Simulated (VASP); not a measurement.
## Cs2AgBiBr6: single point with r2SCAN

The system is Cs2AgBiBr6.

```
CELL_PARAMETERS angstrom
0.00000 5.72897 5.72897
5.72897 0.00000 5.72897
5.72897 5.72897 0.00000
ATOMIC_POSITIONS crystal
Cs 0.25000 0.25000 0.25000
Cs 0.75000 0.75000 0.75000
Ag 0.50000 0.50000 0.50000
Bi 0.00000 0.00000 0.00000
Br 0.25182 0.74818 0.25182
Br 0.25182 0.74818 0.74818
Br 0.74818 0.25182 0.74818
Br 0.74818 0.25182 0.25182
Br 0.25182 0.25182 0.74818
Br 0.74818 0.74818 0.25182
```

```json
{"Program": "VASP 6.6.1", "Task": "single point", "Functional": "r2SCAN", "Potentials or basis": "VASP PAW PBE potentials, release 64 (Cs_sv, Ag, Bi_d, Br)", "Cutoff": "520 eV", "k mesh": "4 × 4 × 4", "Occupations": "gaussian, width 0.01 eV", "Spin": "no spin polarisation", "Dipole correction": "no", "Further INCAR settings": "ALGO = Normal; EDIFF = 1e-06; NBANDS = 54"}
```

```yaml
Pressure: -0.8 GPa
Largest_force: 0.079 eV/Å
Band_gap_on_the_k_mesh: 1.69 eV (least direct gap 2.77 eV)
```

Forces in eV/Å, atoms in the order of the input:
```
Cs   0.000  0.000  0.000
Cs   0.000  0.000  0.000
Ag   0.000  0.000  0.000
Bi   0.000  0.000  0.000
Br   0.000 -0.079  0.000
Br   0.079  0.000  0.000
Br   0.000  0.079  0.000
Br  -0.079  0.000  0.000
Br   0.000  0.000 -0.079
Br   0.000  0.000  0.079
```

Levels at points of the mesh, in eV from the valence-band top:
```tsv
k point	band 39	band 40	band 41	band 42	band 43	band 44	band 45	band 46	band 47	band 48
(0.00, 0.00, 0.00)	-1.12	-1.12	-1.12	-0.59	-0.59	2.65	2.65	2.65	4.25	5.18
(0.50, 0.00, 0.00)	-1.41	-1.41	-1.33	-1.14	-1.14	1.69	3.82	3.82	5.60	5.75
(0.50, 0.50, 0.00)	-1.43	-1.43	-1.14	-0.60	0.00	3.07	3.07	3.37	4.87	5.85
```

Wall time 7.1 min on 1 thread of Intel(R) Xeon(R) 6975P-C (Granite Rapids), on a shared host, peak memory 0.65 GiB.

Caveat: the PAW data sets were made with another functional, which shifts forces and pressure a little; spin-orbit coupling is left out, which moves the levels of the heavy elements. r2SCAN opens gaps a little over a GGA but as a rule still falls short of measured ones.
